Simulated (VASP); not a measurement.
W: single point with PBE

W:

```
W
1.0
    -1.46790    1.65958    1.65958
     1.65958   -1.46790    1.65958
     1.65958    1.65958   -1.46790
W
1
Direct
  0.00000 0.00000 0.00000
```

This cell differs from its parent crystal: strained.

```json
{"Program": "VASP 6.6.1", "Task": "single point", "Functional": "PBE", "Potentials or basis": "VASP PAW PBE potentials, release 64 (W_sv)", "Cutoff": "520 eV", "k mesh": "15 × 15 × 15", "Occupations": "gaussian, width 0.1 eV", "Spin": "no spin polarisation", "Dipole correction": "no", "Further INCAR settings": "ALGO = Fast; EDIFF = 1e-06; NBANDS = 13"}
```

- Pressure: -22.3 GPa
- Band gap on the k mesh: zero (band 7 reaches 11.40 eV, above the bottom of band 8 at 8.98 eV)

Stress tensor (GPa, compression positive):
```
-22.27  -7.98  -7.98
 -7.98 -22.27  -7.98
 -7.98  -7.98 -22.27
```

Levels at points of the mesh, in eV from the Fermi level:
```tsv
k point	band 5	band 6	band 7	band 8	band 9	band 10
(0.00, 0.00, 0.00)	-8.95	-2.25	-2.25	0.55	2.39	2.39
```

It took 36 s on 1 thread of Intel(R) Xeon(R) Platinum 8488C (Sapphire Rapids) (shared host), peak memory 0.2 GiB.

Caveat: the cell differs from its parent crystal (strained); spin-orbit coupling is left out, which moves the levels of the heavy elements.
